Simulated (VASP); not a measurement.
A run of VASP 6.6.1:

The input INCAR:

```
ALGO = Normal ; EDIFF = 1E-6
ENCUT = 520 ; GGA = PE
ISIF = 2 ; ISMEAR = 0
LASPH = T ; LCHARG = F
LREAL = F ; LWAVE = F
NBANDS = 21 ; NELM = 60
PREC = Accurate ; SIGMA = 0.1
```

KPOINTS

```
k-points
0
Gamma
  6 6 4
```

The input POSCAR:

```
AlGaAs2
1.0
    4.5778589800      0.0000000000      0.0000000000
   -2.2889294900      3.9645421700      0.0000000000
    0.0000000000      0.0000000000      5.4996602800
Al Ga As
1 1 2
Direct
    0.0000000000      0.0000000000      0.9054637800
    0.0000000000      0.0000000000      0.4163405900
    0.3333333300      0.6666666700      0.2112079200
    0.6666666700      0.3333333300      0.2112079200
```

Potentials or basis: VASP PAW PBE potentials, release 64 (Al, Ga_d, As).

Command:

```sh
$ cat potpaw_PBE.64/Al/POTCAR potpaw_PBE.64/Ga_d/POTCAR potpaw_PBE.64/As/POTCAR > POTCAR
$ mpirun -np 1 vasp_std > vasp.out
```

Hardware: 1 thread of Intel(R) Xeon(R) Platinum 8375C CPU @ 2.90GHz (Ice Lake), on a shared host.

Task: Estimate the wall time of this run.

Result: Wall time 68 s on 1 thread of Intel(R) Xeon(R) Platinum 8375C CPU @ 2.90GHz (Ice Lake) (shared host), peak memory 0.24 GiB. Counts: scf iterations 13, k points 21.
